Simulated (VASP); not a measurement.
# SrTiO3 (P4mm) in VASP: single point with PBE

Aim: the single point of SrTiO3 with PBE.

Program: VASP 6.6.1. These are calculated values, not measurements. Logs are shortened: lines on timing, memory, paths and dates and some standing lists are left out, and cuts for length are marked.

### Step 1. The cell of the first run

Symmetry: P4mm, No. 99, tetragonal system. The conventional cell has a = 3.936 Å, b = 3.936 Å, c = 3.936 Å, α = 90.00°, β = 90.00°, γ = 90.00°. Sr (site symmetry 4mm) has 12 O at 2.74 to 2.83 Å and 8 Ti at 3.39 to 3.43 Å within 3.6 Å. Ti (site symmetry 4mm) has 6 O at 1.86 to 2.08 Å within 2.5 Å. Within 2.6 Å of O (site symmetry 2mm) lie 2 Ti at 1.97 Å. Within 2.5 Å of O (site symmetry 4mm) lie 2 Ti at 1.86 to 2.08 Å.

### Step 2. Single point, PBE (atoms displaced along a vibrational mode)

Input file INCAR:

```
SYSTEM = SrTiO3
PREC = Accurate ; ENCUT = 520
EDIFF = 1E-6 ; ISMEAR = 0
SIGMA = 0.05 ; LREAL = .False.
LASPH = .True. ; NELM = 100
ALGO = Normal ; ISIF = 2
LWAVE = .False. ; LCHARG = .True.
GGA = PE ; LELF = .True.
LVHAR = .True. ; NBANDS = 51
```

Input file KPOINTS:

```
regular mesh
0
Gamma
  6 6 6
  0 0 0
```

Input file POSCAR:

```
SrTiO3
1.0
   -3.9364035682      0.0000000000     -3.9364035682
    0.0000000000     -3.9364035682     -3.9364035682
   -3.9364035682     -3.9364035682      0.0000000000
Sr Ti O
2 2 6
Direct
    0.0011720811      0.0011720811     -0.0011720811
    0.5011720811      0.5011720811      0.4988279189
    0.2554484500      0.2554484500      0.2445515500
    0.7554484500      0.7554484500      0.7445515500
   -0.0072319110      0.4927680890      0.0072319110
    0.4927680890     -0.0072319110      0.5072319110
   -0.0072319110      0.4927680890      0.5072319110
    0.4927680890     -0.0072319110      0.0072319110
   -0.0082562673     -0.0082562673      0.5082562673
    0.4917437327      0.4917437327      0.0082562673
```

Potentials or basis: VASP PAW PBE potentials, release 64 (Sr_sv, Ti_sv, O).

Run with:

```
$ cat potpaw_PBE.64/Sr_sv/POTCAR potpaw_PBE.64/Ti_sv/POTCAR potpaw_PBE.64/O/POTCAR > POTCAR
$ mpirun -np 1 vasp_std > vasp.out
```

OUTCAR:

```text
SYSTEM = SrTiO3
   PREC = Accurate
   ENCUT = 520
   EDIFF = 1E-6
   ISMEAR = 0
   LREAL = .False.
   LASPH = .True.
   NELM = 100
   ISIF = 2
   GGA = PE

 ion  position               nearest neighbor table
   1  0.001  0.001  0.999-   5 2.74   6 2.74   7 2.74   8 2.74   9 2.78  10 2.78  10 2.78   9 2.78
                             7 2.83   6 2.83   8 2.83   5 2.83   3 3.39   3 3.39   4 3.39   4 3.39
   2  0.501  0.501  0.499-   5 2.74   6 2.74   7 2.74   8 2.74  10 2.78   9 2.78   9 2.78  10 2.78
                             8 2.83   5 2.83   7 2.83   6 2.83   4 3.39   4 3.39   3 3.39   3 3.39
   3  0.255  0.255  0.245-  10 1.86   6 1.97   7 1.97   8 1.97   5 1.97   9 2.08   1 3.39   1 3.39
                             2 3.39   2 3.39   1 3.43   1 3.43   2 3.43   2 3.43
   4  0.755  0.755  0.745-   9 1.86   6 1.97   7 1.97   8 1.97   5 1.97  10 2.08   2 3.39   2 3.39
                             1 3.39   1 3.39   2 3.43   2 3.43   1 3.43   1 3.43
   5  0.993  0.493  0.007-   3 1.97   4 1.97   1 2.74   2 2.74   2 2.83   1 2.83
   6  0.493  0.993  0.507-   3 1.97   4 1.97   1 2.74   2 2.74   1 2.83   2 2.83
   7  0.993  0.493  0.507-   3 1.97   4 1.97   1 2.74   2 2.74   2 2.83   1 2.83
   8  0.493  0.993  0.007-   3 1.97   4 1.97   1 2.74   2 2.74   1 2.83   2 2.83
   9  0.992  0.992  0.508-   4 1.86   3 2.08   2 2.78   2 2.78   1 2.78   1 2.78
  10  0.492  0.492  0.008-   3 1.86   4 2.08   1 2.78   1 2.78   2 2.78   2 2.78

  LATTYP: Found a face centered cubic cell.
 ALAT       =     7.8728071364

  Lattice vectors:

 A1 = (  -3.9364035682,   0.0000000000,  -3.9364035682)
 A2 = (   0.0000000000,  -3.9364035682,  -3.9364035682)
 A3 = (  -3.9364035682,  -3.9364035682,   0.0000000000)

Analysis of symmetry for initial positions (statically):
=====================================================================
 Subroutine PRICEL returns following result:

  LATTYP: Found a simple cubic cell.
 ALAT       =     3.9364035682

  Lattice vectors:

 A1 = (   0.0000000000,   3.9364035682,   0.0000000000)
 A2 = (   0.0000000000,   0.0000000000,  -3.9364035682)
 A3 = (  -3.9364035682,   0.0000000000,   0.0000000000)

   2 primitive cells build up your supercell.

 Routine SETGRP: Setting up the symmetry group for a
 face centered cubic supercell.

 Subroutine GETGRP returns: Found  8 space group operations
 (whereof  8 operations were pure point group operations)
 out of a pool of 48 trial point group operations.

The static configuration has the point symmetry C_4v.

Analysis of symmetry for dynamics (positions and initial velocities):
=====================================================================
 Subroutine PRICEL returns following result:

  LATTYP: Found a simple cubic cell.
 ALAT       =     3.9364035682

  Lattice vectors:

 A1 = (   0.0000000000,   3.9364035682,   0.0000000000)
 A2 = (   0.0000000000,   0.0000000000,  -3.9364035682)
 A3 = (  -3.9364035682,   0.0000000000,   0.0000000000)

   2 primitive cells build up your supercell.

 Routine SETGRP: Setting up the symmetry group for a
 face centered cubic supercell.

 Subroutine GETGRP returns: Found  8 space group operations
 (whereof  8 operations were pure point group operations)
 out of a pool of 48 trial point group operations.

The dynamic configuration has the point symmetry C_4v.

 Subroutine INISYM returns: Found  8 space group operations
 (whereof  8 operations are pure point group operations),
 and found     2 'primitive' translations

----------------------------------------------------------------------------------------

                                     Primitive cell

  volume of cell :      60.9956

  direct lattice vectors                    reciprocal lattice vectors
     0.000000000  3.936403568  0.000000000     0.000000000  0.254038993  0.000000000
     0.000000000  0.000000000 -3.936403568     0.000000000  0.000000000 -0.254038993
    -3.936403568  0.000000000  0.000000000    -0.254038993  0.000000000  0.000000000

  length of vectors
     3.936403568  3.936403568  3.936403568     0.254038993  0.254038993  0.254038993

  position of ions in fractional coordinates (direct lattice)
     1.000000000  0.002344162  0.000000000
     0.500000000  0.510896900  0.500000000
     0.500000000  0.485536178  0.000000000
     1.000000000  0.485536178  0.500000000
     0.500000000  0.983487465  0.500000000

  ion indices of the primitive-cell ions
   primitive index   ion index
                 1           1
                 2           4
                 3           5
                 4           8
                 5           9

----------------------------------------------------------------------------------------

 KPOINTS: regular mesh

Automatic generation of k-mesh.
 Grid dimensions read from file:
 generate k-points for:    6    6    6

 Generating k-lattice:

  Cartesian coordinates                     Fractional coordinates (reciprocal lattice)
    -0.021169916  0.021169916 -0.021169916     0.166666667  0.000000000  0.000000000
     0.021169916 -0.021169916 -0.021169916     0.000000000  0.166666667  0.000000000
    -0.021169916 -0.021169916  0.021169916     0.000000000  0.000000000  0.166666667

  Length of vectors
     0.036667370  0.036667370  0.036667370

  Shift w.r.t. Gamma in fractional coordinates (k-lattice)
     0.000000000  0.000000000  0.000000000

 Subroutine IBZKPT returns following result:
 ===========================================

 Found     30 irreducible k-points:

 Following reciprocal coordinates:
            Coordinates               Weight
  0.000000  0.000000  0.000000      1.000000
  0.166667  0.000000  0.000000      8.000000
  0.333333  0.000000  0.000000      8.000000
  0.500000  0.000000  0.000000      4.000000
  0.166667  0.166667  0.000000      2.000000
  0.000000  0.166667  0.166667      4.000000
[... 16 lines left out ...]
  0.500000  0.333333  0.166667      8.000000
  0.166667  0.500000  0.333333      8.000000
 [... further k-points ...]
   k-points           NKPTS =     30   k-points in BZ     NKDIM =     30   number of bands    NBANDS=     51
   number of dos      NEDOS =    301   number of ions     NIONS =     10
   total plane-waves  NPLWV =  74088
   dimension x,y,z NGX =    42 NGY =   42 NGZ =   42
   dimension x,y,z NGXF=    84 NGYF=   84 NGZF=   84
   ions per type =               2   2   6
   NGX,Y,Z   is equivalent  to a cutoff of  12.54, 12.54, 12.54 a.u.
   NGXF,Y,Z  is equivalent  to a cutoff of  25.09, 25.09, 25.09 a.u.
 SYSTEM =  SrTiO3
   PREC   = accura    normal or accurate (medium, high low for compatibility)
   ISTART =      0    job   : 0-new  1-cont  2-samecut
   ICHARG =      2    charge: 1-file 2-atom 10-const
   ISPIN  =      1    spin polarized calculation?
   LNONCOLLINEAR =      F non collinear calculations
   LSORBIT =      F    spin-orbit coupling
   LASPH  =      T    aspherical Exc in radial PAW
   ENCUT  =  520.0 eV  38.22 Ry    6.18 a.u.  10.35 10.35 10.35*2*pi/ulx,y,z
   NELM   =    100;   NELMIN=  2; NELMDL= -5     # of ELM steps
   EDIFF  = 0.1E-05   stopping-criterion for ELM
   LREAL  =      F    real-space projection
   EDIFFG = 0.1E-04   stopping-criterion for IOM
   NSW    =      0    number of steps for IOM
   IBRION =     -1    ionic relax: 0-MD 1-quasi-New 2-CG
   NFREE  =      0    steps in history (QN), initial steepest desc. (CG)
   ISIF   =      2    stress and relaxation
   ISYM   =      2    0-nonsym 1-usesym 2-fastsym
   POTIM  = 0.5000    time-step for ionic-motion
   TEBEG  =    0.0;   TEEND  =   0.0 temperature during run
   PSTRESS=    0.0 pullay stress
   NELECT =      80.0000    total number of electrons
   NUPDOWN=      -1.0000    fix difference up-down
   EMIN   =  10.00;   EMAX   =-10.00  energy-range for DOS
   EFERMI =   0.00;   METHOD = LEGACY
   ISMEAR =     0;   SIGMA  =   0.05  broadening in eV -4-tet -1-fermi 0-gaus
   EFERMI_NEDOS =   21; number of points for ismear=-14 and -15
   IALGO  =     38    algorithm
   IMIX   =      4    mixing-type and parameters
     AMIX     =   0.40;   BMIX     =  1.00
     AMIX_MAG =   1.60;   BMIX_MAG =  1.00
  volume/ion in A,a.u.               =      12.20        82.32
  Fermi-wavevector in a.u.,A,eV,Ry     =   1.422313  2.687782 27.524240  2.022975
  Thomas-Fermi vector in A             =   2.543030
   LORBIT       =      0    0 simple, 1 ext, 2 COOP (PROOUT), +10 PAW based schemes
   GGA     = PE    functional components
   LHFCALC =     F    Hartree Fock is set to
   AEXX    =    0.0000 exact exchange contribution
   IVDW    =     0    specifies the selected vdW correction
   LEPSILON=     F    determine dielectric tensor
   LRPA    =     F    only Hartree local field effects (RPA)
 non-spin polarized calculation
 Gauss-broadening in eV      SIGMA  =   0.05
  energy-cutoff  :      520.00
  volume of cell :      121.99
 maximum number of plane-waves:      3306
 NGX is ok and might be reduce to    42
   NGX = 21   NGY = 21   NGZ = 21

 number of electron      79.9999986 magnetization

 Free energy of the ion-electron system (eV)
  ---------------------------------------------------
  ext. energy  EPLUGINS =         0.00000000
  ---------------------------------------------------
  free energy    TOTEN  =       -80.20770380 eV

  energy without entropy =      -80.20770380  energy(sigma->0) =      -80.20770380

 E-fermi :   4.3365     XC(G=0): -11.1401

 val. band max:        3.9947152559   @ k =   0.0000   0.0000   0.0000
 cond. band min:       5.8375713352   @ k =   0.0000   0.0000   0.0000
 fundamental gap:      1.8428560794
 Fermi energy:         4.3365482097

 k-point     1 :       0.0000    0.0000    0.0000
  band No.  band energies     occupation
      1     -52.5179      2.00000
      2     -52.5139      2.00000
      3     -28.9013      2.00000
      4     -28.8466      2.00000
      5     -28.8438      2.00000
      6     -28.8071      2.00000
[... 43 lines left out ...]
     50       9.3552      0.00000
     51       9.9510      0.00000

 k-point     2 :       0.1667    0.0000    0.0000
  band No.  band energies     occupation
      1     -52.5177      2.00000
      2     -52.5142      2.00000
      3     -28.9101      2.00000
      4     -28.8547      2.00000
      5     -28.8371      2.00000
      6     -28.8033      2.00000
[... 43 lines left out ...]
     50       9.6911      0.00000
     51      10.3983      0.00000

 k-point     3 :       0.3333    0.0000    0.0000
  band No.  band energies     occupation
      1     -52.5170      2.00000
      2     -52.5149      2.00000
      3     -28.9182      2.00000
      4     -28.8805      2.00000
      5     -28.8222      2.00000
      6     -28.7927      2.00000
[... 43 lines left out ...]
     50      10.5082      0.00000
     51      11.1645      0.00000
[... 1027 lines left out ...]
 k-point    23 :       0.5000    0.3333    0.1667
  band No.  band energies     occupation
      1     -52.5166      2.00000
      2     -52.5153      2.00000
      3     -28.9405      2.00000
      4     -28.8883      2.00000
      5     -28.7968      2.00000
      6     -28.7935      2.00000
[... 43 lines left out ...]
     50      10.9511      0.00000
     51      11.1689      0.00000

 k-point    24 :       0.1667    0.5000    0.3333
  band No.  band energies     occupation
      1     -52.5166      2.00000
      2     -52.5153      2.00000
      3     -28.9301      2.00000
      4     -28.8884      2.00000
      5     -28.8302      2.00000
      6     -28.7990      2.00000
[... 43 lines left out ...]
     50      10.9385      0.00000
     51      11.1680      0.00000

 [... further k-points ...]

------------------------ aborting loop because EDIFF is reached ----------------------------------------

  FORCE on cell =-STRESS in cart. coord.  units (eV):
  Direction    XX          YY          ZZ          XY          YZ          ZX
  --------------------------------------------------------------------------------------
  -------------------------------------------------------------------------------------
  Total        0.5456971      0.5456971      2.0473141      0.0000000      0.0000000     -0.0000000
  in kB        7.1669336      7.1669336     26.8884779      0.0000000      0.0000000     -0.0000000
  external PRESSURE =      13.7407817 kB  Pullay stress =       0.0000000 kB

 VOLUME and BASIS-vectors are now :
 -----------------------------------------------------------------------------
  energy-cutoff  :      520.00
  volume of cell :      121.99
      direct lattice vectors                 reciprocal lattice vectors
    -3.936403568  0.000000000 -3.936403568    -0.127019497  0.127019497 -0.127019497
     0.000000000 -3.936403568 -3.936403568     0.127019497 -0.127019497 -0.127019497
    -3.936403568 -3.936403568  0.000000000    -0.127019497 -0.127019497  0.127019497

 POSITION                                       TOTAL-FORCE (eV/Angst)
 -----------------------------------------------------------------------------------
     -3.93640     -3.93640     -0.00923         0.000000      0.000000     -0.057694
     -3.93640     -3.93640     -3.94563         0.000000      0.000000     -0.057694
     -1.96820     -1.96820     -2.01110         0.000000      0.000000      0.143249
     -5.90461     -5.90461     -5.94750         0.000000      0.000000      0.143249
     -3.93640     -1.96820     -5.84767         0.000000      0.000000      0.036373
     -3.93640     -5.90461     -5.84767         0.000000      0.000000      0.036373
     -5.90461     -3.93640     -5.84767         0.000000      0.000000      0.036373
     -1.96820     -3.93640     -5.84767         0.000000      0.000000      0.036373
     -5.90461     -5.90461     -7.80781         0.000000      0.000000     -0.158302
     -1.96820     -1.96820     -3.87140         0.000000      0.000000     -0.158302
 -----------------------------------------------------------------------------------
    total drift:                               -0.000004     -0.000004      0.001664

  FREE ENERGIE OF THE ION-ELECTRON SYSTEM (eV)
  ---------------------------------------------------
  free  energy   TOTEN  =       -80.2077038013 eV

  energy  without entropy=      -80.2077038013  energy(sigma->0) =      -80.20770380
```

Wall time 4.1 min (1 thread of Intel Xeon Platinum 8488C (Sapphire Rapids), shared host); peak memory 0.35 GiB.

What came out:

```
Free energy            : -80.2077 eV
Pressure               : 1.4 GPa
Largest force          : 0.158 eV/Å
Band gap on the k mesh : 1.84 eV
```

Forces on the atoms (eV/Å):
```
Sr   0.000  0.000 -0.058
Sr   0.000  0.000 -0.058
Ti   0.000  0.000  0.143
Ti   0.000  0.000  0.143
O    0.000  0.000  0.036
O    0.000  0.000  0.036
O    0.000  0.000  0.036
O    0.000  0.000  0.036
O    0.000  0.000 -0.158
O    0.000  0.000 -0.158
```

Stress tensor (GPa, compression positive):
```
0.72 0.00 0.00
0.00 0.72 0.00
0.00 0.00 2.69
```

Caveat: the cell differs from its parent crystal (atoms displaced along a vibrational mode).
